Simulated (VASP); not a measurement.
Here is a VASP 6.6.1 calculation.

File INCAR:

```
SYSTEM = Cu
PREC     = Accurate       ! precision mode
ENCUT    = 600            ! plane-wave cutoff, eV
EDIFF    = 1E-6           ! SCF threshold, eV
ISMEAR   = 0              ! smearing method
SIGMA    = 0.1            ! smearing width, eV
LREAL    = .False.        ! projectors in reciprocal space
LASPH    = .True.         ! aspherical terms in the spheres
NELM     = 60             ! most SCF steps
ALGO     = Fast           ! electronic algorithm
ISIF     = 3              ! what is computed and relaxed
LWAVE    = .False.        ! write WAVECAR
LCHARG   = .False.        ! write CHGCAR
GGA      = PE             ! functional
IBRION   = 2              ! ionic algorithm
NSW      = 65             ! ionic steps
EDIFFG   = -0.01          ! ionic threshold
```

Contents of KPOINTS:

```
regular mesh
0
Gamma
  18 18 3
  0 0 0
```

File POSCAR:

```
Cu
1.0
    2.5679503869      0.0000000000      0.0000000000
   -1.2839751935      2.2239102707      0.0000000000
    0.0000000000      0.0000000000     16.7735749942
Cu
8
Direct
    0.0000000000      0.0000000000      0.0000000000
    0.3333333333      0.6666666667      0.1250000000
    0.0000000000      0.0000000000      0.2500000000
    0.6666666667      0.3333333333      0.3750000000
    0.0000000000      0.0000000000      0.5000000000
    0.6666666667      0.3333333333      0.6250000000
    0.3333333333      0.6666666667      0.7500000000
    0.6666666667      0.3333333333      0.8750000000
```

Potentials or basis: VASP PAW PBE potentials, release 64 (Cu).

Launch:

```sh
$ cat potpaw_PBE.64/Cu/POTCAR > POTCAR
$ mpirun -np 1 vasp_std > vasp.out
```

(1) What does it give for the relaxed volume?

(2) What does it give for the relaxed cell?

(3) Predict the band gap on the k mesh.

Results:

(1) 12.01 Å³/atom.

(2) a = 2.571 Å, b = 2.571 Å, c = 16.790 Å, α = 90.00°, β = 90.00°, γ = 120.00°.

(3) zero (bands 44 and 45 overlap by 5.14 eV).
